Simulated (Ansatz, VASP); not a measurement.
# Mg3CdTe4: VASP beside Ansatz

```
Mg Cd Te
1.0
     6.74696    0.00000    0.00000
     0.00000    6.74696    0.00000
     0.00000    0.00000    6.74696
Mg Cd Te
3 1 4
Direct
  0.00000 0.00000 0.50000
  0.00000 0.50000 0.00000
  0.50000 0.00000 0.00000
  0.50000 0.50000 0.50000
  0.75259 0.75259 0.75259
  0.75259 0.24741 0.24741
  0.24741 0.75259 0.24741
  0.24741 0.24741 0.75259
```

Alike in both runs: functional PBE; k mesh 4 × 4 × 4; occupations gaussian, width 0.02 eV; no spin polarisation.

Ansatz relaxed the structure, and its values are those at the end. VASP's run is a single point on that final structure, the one shown.

|  | VASP | Ansatz |
| --- | --- | --- |
| version | VASP 6.6.1 | Ansatz 0.2.0 |
| potentials or method | VASP PAW PBE potentials, release 64 (Mg, Cd, Te), cutoff 520 eV | scalar-relativistic, plane waves, PAW |
| valence electrons in the cell | 42 | 114 |

Ansatz gave:

```
gap on the k mesh at the Fermi level (eV) : 1.45
least direct gap on the mesh (eV)         : 1.45
pressure (GPa)                            : -2.7
rms of the force components (eV/Å)        : 0.002
```

Question: Which values does VASP return?

Answer: gap on the k mesh at the Fermi level (eV): 1.44; least direct gap on the mesh (eV): 1.44; pressure (GPa): -2.7; rms of the force components (eV/Å): 0.007.

VASP's potentials hold 42 valence electrons a cell and Ansatz's 114, so a difference there can come from the potentials and not from the codes. Ansatz's warnings: stress scf threshold loose.

Spin-orbit coupling is off throughout.
